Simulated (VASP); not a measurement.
# H2CO2 in VASP: a series of runs, part 4 of 4

VASP 6.6.1. The steps go on from the part before.

## 7. Single point, PBE+D3(BJ)

The input, INCAR:

```
SYSTEM = H2CO2
ALGO = Normal ; EDIFF = 1E-6
ENCUT = 520 ; GGA = PE
ISIF = 2 ; ISMEAR = -1
IVDW = 12 ; LASPH = .TRUE.
LCHARG = .TRUE. ; LELF = .TRUE.
LREAL = Auto ; LVHAR = .TRUE.
LWAVE = .FALSE. ; NBANDS = 98
NELM = 100 ; PREC = Accurate
SIGMA = 0.05
```

The input, KPOINTS:

```
k-points
0
G
  1 1 1
  0 0 0
```

The input, POSCAR:

```
H2CO2
1.0
    7.9581140000      0.0000000000      0.0000000000
    0.0000000000      7.9581140000      0.0000000000
    0.0000000000      0.0000000000      7.9581140000
O C H
16 8 16
Direct
    0.7921474862      0.1490177195      0.4085515739
    0.9030657264      0.2765102385      0.1840008826
    0.2267748363      0.3216842584     -0.0611074433
    0.3758679506      0.3305808386      0.1809096980
    0.7175569488      0.6719682578      0.9916168580
    0.4877411909      0.6644664804      0.8229588066
    0.2253925993      0.8138737394      0.7504164932
    0.1129162010      0.6437580562      0.9515822467
    0.1590703526      0.8142884105      0.2741101723
    0.1579771288      0.5793583756      0.4325019722
    0.1203300179      0.0874830393      0.5711654797
    0.3945532823      0.1559414706      0.5692303478
    0.8179324900      0.3617816985      0.8749434854
    0.6831643779      0.1118355429      0.8871197372
    0.4844615194      0.8250572937      0.4290086822
    0.7557066913      0.7646032716      0.4680631617
    0.7787272210      0.2208814802      0.2562290513
    0.3082011642      0.2569829987      0.0667117862
    0.5638521891      0.7193789885      0.9475988909
    0.1048238314      0.7537338621      0.8445594019
    0.0871688945      0.6735892449      0.3283943909
    0.2468172735      0.1991300954      0.5547796878
    0.7040110257      0.2430852335      0.8190382797
    0.6224213425      0.7246817525      0.4192953255
    0.9095873721      0.1502617329      0.4467515796
    0.6448889775      0.2386369434      0.2164331901
    0.2204291117      0.4449672372     -0.0449980988
    0.3032502425      0.1250044923      0.0657065229
    0.7654577454      0.5756514672      0.9223542161
    0.5081229045      0.8023006456      1.0369793647
    0.3371401817      0.7568250467      0.7816047873
   -0.0136464494      0.8214383458      0.8333507160
    0.2709058955      0.8074023569      0.3281682067
   -0.0275316488      0.6506818073      0.2616574731
    0.1764865394     -0.0176172395      0.6209637107
    0.2052622016      0.3287964963      0.5202237616
    0.8795928281      0.3271755092      0.9807851458
    0.6532954919      0.2825041210      0.7038351046
    0.5146194186      0.9158953993      0.5067281017
    0.5866716662      0.6146431177      0.3426063009
```

Run with:

```
> cat potpaw_PBE.64/O/POTCAR potpaw_PBE.64/C/POTCAR potpaw_PBE.64/H/POTCAR > POTCAR
> mpirun -np 1 vasp_gam > vasp.out
```

It took 74 s on 1 thread of Intel Xeon Platinum 8559C (Emerald Rapids), shared host; peak memory 0.51 GiB.

The run converged. Its results:

```yaml
Free_energy: -242.6596 eV
Pressure: 1.3 GPa
Largest_force: 3.641 eV/Å
Band_gap_on_the_k_mesh: 3.87 eV
Dispersion_energy_per_atom: -0.045 eV
```

Forces on the atoms (eV/Å):
```
O   -0.876  0.147 -0.435
O    0.199  0.019 -0.566
O   -0.314  0.330 -0.648
O    0.868  1.158  0.847
O   -0.206  0.044 -0.042
O    0.561  0.227  0.233
O   -0.063  0.440 -0.339
O    0.590 -0.816  0.010
O    0.377  0.237 -0.021
O   -1.252  0.969 -1.165
O    0.391 -0.293  0.485
O   -0.241  0.288  0.120
O   -0.287  0.335 -0.434
O   -0.724 -2.124  1.027
O   -0.180 -0.103  0.398
O    3.142  0.402  1.511
C    0.138  0.376  1.125
C   -0.262  0.070  0.237
C    0.969 -1.619 -0.894
C   -1.091  0.408  0.800
C    1.604 -1.505  1.291
C    0.581  0.013 -0.372
C    2.311  1.565  0.832
C   -2.973 -0.572 -2.022
H    0.370 -0.250  0.001
H    0.438 -0.358  0.073
H   -0.223  0.521 -0.235
H   -0.059 -2.033 -0.309
H   -0.460  0.222  0.081
H   -0.332  0.959  0.666
H    0.447 -0.449 -0.164
H   -0.436  0.369 -0.528
H    0.333  0.560  0.143
H   -0.947 -0.297 -0.095
H   -0.721  0.522 -0.410
H    0.006 -0.438  0.132
H   -0.498 -0.276  0.134
H   -1.070  0.566 -1.596
H   -0.309  0.746 -0.037
H    0.200 -0.356  0.167
```

Stress tensor (GPa, compression positive):
```
1.44 0.79 0.21
0.79 1.57 0.05
0.21 0.05 0.81
```

Levels at points of the mesh, in eV from the valence-band top:
| k point | band 68 | band 69 | band 70 | band 71 | band 72 | band 73 | band 74 | band 75 | band 76 | band 77 |
| --- | --- | --- | --- | --- | --- | --- | --- | --- | --- | --- |
| (0.00, 0.00, 0.00) | -0.75 | -0.65 | -0.34 | -0.27 | 0.00 | 3.87 | 4.31 | 4.57 | 4.70 | 4.80 |

Caveat: the k points lie up to 0.79 Å⁻¹ apart; the atoms stand as in a frame of molecular dynamics.

## 8. Overview

```tsv
cell	gap on the mesh (eV)	pressure (GPa)	largest force (eV/Å)
as given, atomic positions A	4.28	-1.1	2.30
as given, atomic positions B	4.37	0.7	4.48
as given, atomic positions C	4.20	0.2	2.57
as given, atomic positions D	4.16	-0.4	2.70
as given, atomic positions E	4.26	-0.2	3.63
as given, atomic positions F	3.87	1.3	3.64
```

Alike in all rows: task single point; level PBE+D3(BJ); potentials or basis VASP PAW PBE potentials, release 64 (O, C, H); no spin polarisation; k mesh 1 × 1 × 1; cutoff (eV) 520; smearing fermi-dirac 0.05 eV.

Caveats: all runs use coarse meshes; the atoms stand as in a frame of molecular dynamics (at least some runs).

Absolute energies hang on the potentials; compare differences alone.
